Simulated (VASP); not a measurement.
Here is a VASP 6.6.1 calculation.

The input INCAR:

```
SYSTEM = Co
ALGO = Normal
EDIFF = 1E-6
ENCUT = 520
GGA = VW
ISIF = 2
ISMEAR = -1
ISPIN = 2
LASPH = .True.
LCHARG = .False.
LMAXMIX = 4
LORBIT = 11
LREAL = .False.
LWAVE = .False.
MAGMOM = 2 2 2 2
NBANDS = 30
NELM = 150
PREC = Accurate
SIGMA = 0.05
```

File KPOINTS:

```
k-points
0
Gamma
  12 12 4
  0 0 0
```

Contents of POSCAR:

```
Co
1.0
    2.4539803297      0.0000000000      0.0000000000
   -1.2269901649      2.1252093060      0.0000000000
    0.0000000000      0.0000000000      8.0339487160
Co
4
Direct
    0.6666666667      0.3333333333      0.7500000000
    0.0000000000      0.0000000000      0.5000000000
    0.3333333333      0.6666666667      0.2500000000
    0.0000000000      0.0000000000      0.0000000000
```

Potentials or basis: VASP PAW PBE potentials, release 64 (Co).

The run is started by

```bash
$ cat potpaw_PBE.64/Co/POTCAR > POTCAR
$ mpirun -np 1 vasp_std > vasp.out
```

(1) What does it give for the net moment?

(2) What does it give for the site moments?

(3) Predict the pressure.

Answers

(1) 5.83 μB per cell.

(2) Co +1.46, +1.45 (each value once) μB.

(3) -13.1 GPa.

Caveat: the cell stands under tension; the PAW data sets were made with another functional, which shifts forces and pressure a little.
